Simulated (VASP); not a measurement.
Runs of VASP 6.6.1 on Si2W. The structure is that of space group I4/mmm (No. 139), or close to it. The cells are those of the table. 

```csv
cell,gap on the mesh (eV),pressure (GPa),largest force (eV/Å)
"a = 4.630 Å, angles 138.4, 138.4, 60.3°, 3 atoms",none,-10.4,0.10
"a = 4.450 Å, angles 138.4, 138.4, 60.3°, 3 atoms",none,(b),0.23
"a = 4.496 Å, angles 138.4, 138.4, 60.3°, 3 atoms",none,8.3,0.14
"a = 4.586 Å, angles 138.4, 138.4, 60.3°, 3 atoms",none,(a),0.03
"a = 4.542 Å, angles 138.4, 138.4, 60.3°, 3 atoms",none,1.1,0.05
```

Alike in all rows: task single point; level PBE; potentials or basis VASP PAW PBE potentials, release 64 (Si, W_sv); no spin polarisation; k mesh 12 × 12 × 12; cutoff (eV) 520; smearing fermi-dirac 0.05 eV.

Question: Fill in the values left out.

Answer: (a) -5.2; (b) 16.9.

Caveats: spin-orbit coupling is left out, which moves the levels of the heavy elements; the cell stands under tension (at least some runs); the cell stands under pressure (at least some runs).

A k mesh can miss the band edges, and the runs leave out spin-orbit coupling on W.

A gap of «none» marks levels without a gap at the run's occupations.
